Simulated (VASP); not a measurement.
# AgRh (P-6m2) in VASP: single point with PBE

Aim: the single point of AgRh with PBE.

All numbers are computed with VASP 6.6.1; they aren't measurements. Logs are shortened: lines on timing, memory, paths and dates and some standing lists are left out, and cuts for length are marked.

## 1. The cell of the first run

Symmetry: P-6m2, No. 187, hexagonal system. The conventional cell has a = 2.778 Å, b = 2.778 Å, c = 4.809 Å, α = 90.00°, β = 90.00°, γ = 120.00°. Within 3.7 Å of Ag (site symmetry -6m2) lie 6 Ag at 2.78 Å and 6 Rh at 2.89 Å. Rh (site symmetry -6m2) has 6 Rh at 2.78 Å and 6 Ag at 2.89 Å within 3.7 Å.

## 2. Single point, PBE

Contents of POSCAR:

```
AgRh
1.0
    2.7775900000      0.0000000000      0.0000000000
   -1.3887950000      2.4054635013      0.0000000000
    0.0000000000      0.0000000000      4.8086000000
Ag Rh
1 1
Direct
    0.0000000000      0.0000000000      0.5000000000
    0.6666666667      0.3333333333      0.0000000000
```

Contents of INCAR.step1:

```
ALGO     = Normal         # electronic algorithm
EDIFF    = 1E-6           # SCF threshold, eV
ENCUT    = 470            # plane-wave cutoff, eV
GGA      = PE             # functional
GGA_COMPAT= False        
ISIF     = 2              # what is computed and relaxed
ISMEAR   = -1             # smearing method
LASPH    = True           # aspherical terms in the spheres
LCHARG   = True           # write CHGCAR
LMAXMIX  = 4              # l up to which the mixer works
LORBIT   = 11             # projections on sites
LREAL    = False          # projectors in reciprocal space
LWAVE    = False          # write WAVECAR
NBANDS   = 25             # bands
NEDOS    = 2001           # points of the DOS
NELM     = 120            # most SCF steps
PREC     = Accurate       # precision mode
SIGMA    = 0.15           # smearing width, eV
```

Contents of KPOINTS.step1:

```
k-points
0
Gamma
  9 9 5
```

Contents of INCAR.step2:

```
ALGO     = Normal         # electronic algorithm
EDIFF    = 1E-6           # SCF threshold, eV
ENCUT    = 470            # plane-wave cutoff, eV
GGA      = PE             # functional
GGA_COMPAT= False        
ICHARG   = 11             # starting density
ISIF     = 2              # what is computed and relaxed
ISMEAR   = -5             # smearing method
LASPH    = True           # aspherical terms in the spheres
LCHARG   = False          # write CHGCAR
LMAXMIX  = 4              # l up to which the mixer works
LORBIT   = 10             # projections on sites
LREAL    = False          # projectors in reciprocal space
LWAVE    = False          # write WAVECAR
NEDOS    = 1001           # points of the DOS
NELM     = 120            # most SCF steps
PREC     = Accurate       # precision mode
SIGMA    = 0.15           # smearing width, eV
```

Contents of KPOINTS.step2:

```
k-points
0
Gamma
  14 14 8
```

Potentials or basis: VASP PAW PBE potentials, release 64 (Ag_sv_GW, Rh_sv_GW).

Command:

```bash
cat potpaw_PBE.64/Ag_sv_GW/POTCAR potpaw_PBE.64/Rh_sv_GW/POTCAR > POTCAR
cp INCAR.step1 INCAR
cp KPOINTS.step1 KPOINTS
mpirun -np 1 vasp_std > vasp.out
cp INCAR.step2 INCAR
cp KPOINTS.step2 KPOINTS
mpirun -np 1 vasp_std > vasp.out
```

OUTCAR:

```text
EDIFF = 1E-6
   ENCUT = 470
   GGA = PE
   ICHARG = 11
   ISIF = 2
   ISMEAR = -5
   LASPH = True
   LORBIT = 10
   LREAL = False
   NELM = 120
   PREC = Accurate

 ion  position               nearest neighbor table
   1  0.000  0.000  0.500-
   2  0.667  0.333  0.000-

  LATTYP: Found a hexagonal cell.
 ALAT       =     2.7775900000
 C/A-ratio  =     1.7312130300

  Lattice vectors:

 A1 = (   2.7775900000,   0.0000000000,   0.0000000000)
 A2 = (  -1.3887950000,   2.4054635013,   0.0000000000)
 A3 = (   0.0000000000,   0.0000000000,   4.8086000000)

Analysis of symmetry for initial positions (statically):
=====================================================================
 Subroutine PRICEL returns:
 Original cell was already a primitive cell.

 Routine SETGRP: Setting up the symmetry group for a
 hexagonal supercell.

 Subroutine GETGRP returns: Found 12 space group operations
 (whereof 12 operations were pure point group operations)
 out of a pool of 24 trial point group operations.

The static configuration has the point symmetry D_3h.

Analysis of symmetry for dynamics (positions and initial velocities):
=====================================================================
 Subroutine PRICEL returns:
 Original cell was already a primitive cell.

 Routine SETGRP: Setting up the symmetry group for a
 hexagonal supercell.

 Subroutine GETGRP returns: Found 12 space group operations
 (whereof 12 operations were pure point group operations)
 out of a pool of 24 trial point group operations.

The dynamic configuration has the point symmetry D_3h.

 Subroutine INISYM returns: Found 12 space group operations
 (whereof 12 operations are pure point group operations),
 and found     1 'primitive' translations

----------------------------------------------------------------------------------------

                                     Primitive cell

  volume of cell :      32.1281

  direct lattice vectors                    reciprocal lattice vectors
     2.777590000  0.000000000  0.000000000     0.360024338  0.207860148  0.000000000
    -1.388795000  2.405463501  0.000000000     0.000000000  0.415720297  0.000000000
     0.000000000  0.000000000  4.808600000     0.000000000  0.000000000  0.207960737

  length of vectors
     2.777590000  2.777590000  4.808600000     0.415720297  0.415720297  0.207960737

  position of ions in fractional coordinates (direct lattice)
     0.000000000  0.000000000  0.500000000
     0.666666667  0.333333333  0.000000000

  ion indices of the primitive-cell ions
   primitive index   ion index
                 1           1
                 2           2

----------------------------------------------------------------------------------------

 KPOINTS: k-points

Automatic generation of k-mesh.
 Grid dimensions read from file:
 generate k-points for:   14   14    8

 Generating k-lattice:

  Cartesian coordinates                     Fractional coordinates (reciprocal lattice)
     0.025716024  0.014847153  0.000000000     0.071428571  0.000000000  0.000000000
     0.000000000  0.029694307  0.000000000     0.000000000  0.071428571  0.000000000
     0.000000000  0.000000000  0.025995092     0.000000000  0.000000000  0.125000000

  Length of vectors
     0.029694307  0.029694307  0.025995092

  Shift w.r.t. Gamma in fractional coordinates (k-lattice)
     0.000000000  0.000000000  0.000000000

 TETIRR: Found   1624 inequivalent tetrahedra from     9408

 Subroutine IBZKPT returns following result:
 ===========================================

 Found    120 irreducible k-points:

 Following reciprocal coordinates:
            Coordinates               Weight
  0.000000  0.000000  0.000000      1.000000
  0.071429  0.000000  0.000000      6.000000
  0.142857  0.000000  0.000000      6.000000
  0.214286  0.000000  0.000000      6.000000
  0.285714  0.000000  0.000000      6.000000
  0.357143  0.000000  0.000000      6.000000
[... 16 lines left out ...]
  0.285714  0.285714  0.000000      6.000000
  0.357143  0.285714  0.000000      6.000000
 [... further k-points ...]
   k-points           NKPTS =    120   k-points in BZ     NKDIM =    120   number of bands    NBANDS=     22
   number of dos      NEDOS =   1001   number of ions     NIONS =      2
   total plane-waves  NPLWV =  14400
   dimension x,y,z NGX =    20 NGY =   20 NGZ =   36
   dimension x,y,z NGXF=    40 NGYF=   40 NGZF=   72
   ions per type =               1   1
   NGX,Y,Z   is equivalent  to a cutoff of  11.97, 11.97, 12.45 a.u.
   NGXF,Y,Z  is equivalent  to a cutoff of  23.94, 23.94, 24.89 a.u.
 SYSTEM =  unknown system
   PREC   = accura    normal or accurate (medium, high low for compatibility)
   ISTART =      0    job   : 0-new  1-cont  2-samecut
   ICHARG =     11    charge: 1-file 2-atom 10-const
   ISPIN  =      1    spin polarized calculation?
   LNONCOLLINEAR =      F non collinear calculations
   LSORBIT =      F    spin-orbit coupling
   LASPH  =      T    aspherical Exc in radial PAW
   ENCUT  =  470.0 eV  34.54 Ry    5.88 a.u.   4.91  4.91  8.50*2*pi/ulx,y,z
   NELM   =    120;   NELMIN=  2; NELMDL=  0     # of ELM steps
   EDIFF  = 0.1E-05   stopping-criterion for ELM
   LREAL  =      F    real-space projection
   EDIFFG = 0.1E-04   stopping-criterion for IOM
   NSW    =      0    number of steps for IOM
   IBRION =     -1    ionic relax: 0-MD 1-quasi-New 2-CG
   NFREE  =      0    steps in history (QN), initial steepest desc. (CG)
   ISIF   =      2    stress and relaxation
   ISYM   =      2    0-nonsym 1-usesym 2-fastsym
   POTIM  = 0.5000    time-step for ionic-motion
   TEBEG  =    0.0;   TEEND  =   0.0 temperature during run
   PSTRESS=    0.0 pullay stress
   NELECT =      36.0000    total number of electrons
   NUPDOWN=      -1.0000    fix difference up-down
   EMIN   =  10.00;   EMAX   =-10.00  energy-range for DOS
   EFERMI =   0.00;   METHOD = LEGACY
   ISMEAR =    -5;   SIGMA  =   0.15  broadening in eV -4-tet -1-fermi 0-gaus
   EFERMI_NEDOS =   21; number of points for ismear=-14 and -15
   IALGO  =     38    algorithm
   IMIX   =      4    mixing-type and parameters
     AMIX     =   0.40;   BMIX     =  1.00
     AMIX_MAG =   1.60;   BMIX_MAG =  1.00
  volume/ion in A,a.u.               =      16.06       108.41
  Fermi-wavevector in a.u.,A,eV,Ry     =   1.700385  3.213261 39.338627  2.891308
  Thomas-Fermi vector in A             =   2.780529
   LORBIT       =     10    0 simple, 1 ext, 2 COOP (PROOUT), +10 PAW based schemes
   GGA     = PE    functional components
   LHFCALC =     F    Hartree Fock is set to
   AEXX    =    0.0000 exact exchange contribution
   IVDW    =     0    specifies the selected vdW correction
   LEPSILON=     F    determine dielectric tensor
   LRPA    =     F    only Hartree local field effects (RPA)
 non-spin polarized calculation
 Fermi weights with tetrahedron method with Bloechl corrections
  energy-cutoff  :      470.00
  volume of cell :       32.13
 maximum number of plane-waves:       763
 NGX is ok and might be reduce to    20

 number of electron      35.9999982 magnetization

 Free energy of the ion-electron system (eV)
  ---------------------------------------------------
  ext. energy  EPLUGINS =         0.00000000
  ---------------------------------------------------
  free energy    TOTEN  =        -6.52590362 eV

  energy without entropy =       -6.52590362  energy(sigma->0) =       -6.52590362

 E-fermi :   7.7891     XC(G=0): -12.9825

 val. band max:        7.9018840403   @ k =   0.0000   0.0000   0.0000
 cond. band min:       7.7649842270   @ k =   0.2857   0.0000   0.0000
 fundamental gap:     -0.1368998133
 Fermi energy:         7.7890985735

 k-point     1 :       0.0000    0.0000    0.0000
  band No.  band energies     occupation
      1     -83.7824      2.00000
      2     -70.1240      2.00000
      3     -47.2325      2.00000
      4     -47.1577      2.00000
      5     -47.1577      2.00000
      6     -37.8718      2.00000
[... 14 lines left out ...]
     21      13.1102      0.00000
     22      24.2698      0.00000

 k-point     2 :       0.0714    0.0000    0.0000
  band No.  band energies     occupation
      1     -83.7814      2.00000
      2     -70.1216      2.00000
      3     -47.2312      2.00000
      4     -47.1680      2.00000
      5     -47.1604      2.00000
      6     -37.8923      2.00000
[... 14 lines left out ...]
     21      13.1211      0.00000
     22      24.3100      0.00000

 k-point     3 :       0.1429    0.0000    0.0000
  band No.  band energies     occupation
      1     -83.7785      2.00000
      2     -70.1148      2.00000
      3     -47.2277      2.00000
      4     -47.1955      2.00000
      5     -47.1674      2.00000
      6     -37.9487      2.00000
[... 14 lines left out ...]
     21      13.1662      0.00000
     22      23.3216      0.00000

 k-point     4 :       0.2143    0.0000    0.0000
  band No.  band energies     occupation
      1     -83.7744      2.00000
      2     -70.1049      2.00000
      3     -47.2355      2.00000
      4     -47.2226      2.00000
      5     -47.1774      2.00000
      6     -38.0300      2.00000
[... 14 lines left out ...]
     21      13.2852      0.00000
     22      20.9451      0.00000

 k-point     5 :       0.2857    0.0000    0.0000
  band No.  band energies     occupation
      1     -83.7699      2.00000
      2     -70.0939      2.00000
      3     -47.2796      2.00000
      4     -47.2176      2.00000
      5     -47.1883      2.00000
      6     -38.1192      2.00000
[... 417 lines left out ...]
 k-point    22 :       0.3571    0.2143    0.0000
  band No.  band energies     occupation
      1     -83.7603      2.00000
      2     -70.0708      2.00000
      3     -47.3290      2.00000
      4     -47.2540      2.00000
      5     -47.2054      2.00000
      6     -38.2180      2.00000
[... 14 lines left out ...]
     21      16.2618      0.00000
     22      17.3184      0.00000

 k-point    23 :       0.2857    0.2857    0.0000
  band No.  band energies     occupation
      1     -83.7602      2.00000
      2     -70.0703      2.00000
      3     -47.3189      2.00000
      4     -47.2682      2.00000
      5     -47.2052      2.00000
      6     -38.1963      2.00000
[... 14 lines left out ...]
     21      14.7427      0.00000
     22      17.6202      0.00000

 k-point    24 :       0.3571    0.2857    0.0000
  band No.  band energies     occupation
      1     -83.7594      2.00000
      2     -70.0688      2.00000
      3     -47.3109      2.00000
      4     -47.2819      2.00000
      5     -47.2038      2.00000
      6     -38.1818      2.00000
[... 14 lines left out ...]
     21      14.3641      0.00000
     22      18.8948      0.00000

 [... further k-points ...]

------------------------ aborting loop because EDIFF is reached ----------------------------------------

  FORCE on cell =-STRESS in cart. coord.  units (eV):
  Direction    XX          YY          ZZ          XY          YZ          ZX
  --------------------------------------------------------------------------------------
  -------------------------------------------------------------------------------------
  Total       -0.9572415     -0.9572415     -1.0150194     -0.0000000     -0.0000000      0.0000000
  in kB      -47.7360555    -47.7360555    -50.6173445     -0.0000000     -0.0000000      0.0000000
  external PRESSURE =     -48.6964852 kB  Pullay stress =       0.0000000 kB

 VOLUME and BASIS-vectors are now :
 -----------------------------------------------------------------------------
  energy-cutoff  :      470.00
  volume of cell :       32.13
      direct lattice vectors                 reciprocal lattice vectors
     2.777590000  0.000000000  0.000000000     0.360024338  0.207860148  0.000000000
    -1.388795000  2.405463501  0.000000000     0.000000000  0.415720297  0.000000000
     0.000000000  0.000000000  4.808600000     0.000000000  0.000000000  0.207960737

 POSITION                                       TOTAL-FORCE (eV/Angst)
 -----------------------------------------------------------------------------------
      0.00000      0.00000      2.40430         0.000000      0.000000      0.000000
      1.38880      0.80182      0.00000        -0.000000     -0.000000      0.000000
 -----------------------------------------------------------------------------------
    total drift:                               -0.005025      0.002901     -0.000000

  FREE ENERGIE OF THE ION-ELECTRON SYSTEM (eV)
  ---------------------------------------------------
  free  energy   TOTEN  =        -6.5259036215 eV

  energy  without entropy=       -6.5259036215  energy(sigma->0) =       -6.52590362

 total charge

# of ion       s       p       d       f       tot
--------------------------------------------------
    1        2.179   6.107   8.465   0.008  16.760
    2        2.174   6.145   6.546   0.012  14.877
--------------------------------------------------
tot          4.354  12.252  15.011   0.020  31.637
```

Wall time 82 s (1 thread of Intel Xeon Platinum 8259CL at 2.50GHz (Skylake/Cascade Lake), shared host); peak memory 0.23 GiB.

What came out:

* Valence electrons inside the program's atomic spheres: Ag 16.76; Rh 14.88
